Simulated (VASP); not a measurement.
Write the native input for VASP 6.6.1 that does the following.

| Property | Result |
| --- | --- |
| Task | relaxation of cell and atoms |
| Functional | PBEsol |
| Dispersion | D3(BJ) |
| Potentials or basis | VASP PAW PBE potentials, release 64 (Ga_d) |
| Cutoff | 600 eV |
| k mesh | 13 × 13 × 13 |
| Occupations | fermi-dirac, width 0.05 eV |
| Spin | no spin polarisation |
| Dipole correction | no |
| Further INCAR settings | ALGO = Fast; EDIFF = 1e-06; IBRION = 2; EDIFFG = -0.01; NSW = 60; ISIF = 3 |

The structure of Ga lies in POSCAR:

```
Ga
1.0
   -1.3843987196      1.3843987196      2.3112238365
    1.3843987196     -1.3843987196      2.3112238365
    1.3843987196      1.3843987196     -2.3112238365
Ga
1
Direct
    0.0000000000      0.0000000000      0.0000000000
```

The input as run:

INCAR

```
  PREC = Accurate
  ENCUT = 600
  EDIFF = 1E-6
  ISMEAR = -1
  SIGMA = 0.05
  LREAL = False
  LASPH = True
  NELM = 100
  ALGO = Fast
  ISIF = 3
  LWAVE = False
  LCHARG = False
  GGA = PS
  IVDW = 12
  IBRION = 2
  NSW = 60
  EDIFFG = -0.01
```

KPOINTS

```
regular mesh
0
Gamma
  13 13 13
```

Potentials or basis: VASP PAW PBE potentials, release 64 (Ga_d).

Run with:

```bash
$ cat potpaw_PBE.64/Ga_d/POTCAR > POTCAR
$ mpirun -np 1 vasp_std > vasp.out
```

It gave:

```yaml
Relaxed_volume: 16.77 Å³/atom
Relaxed_cell: a = 2.954 Å, b = 2.954 Å, c = 2.954 Å, α = 124.63°, β = 124.63°, γ = 82.14°
Space_group_after_relaxing_to_0.05_Å: I4/mmm (No. 139)
Energy_gained_by_relaxing: 10.3 meV/atom
Ionic_steps: 9
Pressure_after_relaxing: 0.0 GPa
Dispersion_energy_per_atom: -0.338 eV
```

Caveat: the PAW data sets were made with another functional, which shifts forces and pressure a little; pairwise dispersion overbinds metals, which lowers pressure and volume.

Run time: 97 s on 1 thread of Intel Xeon 6975P-C, with other jobs on the host, peak memory 0.19 GiB.
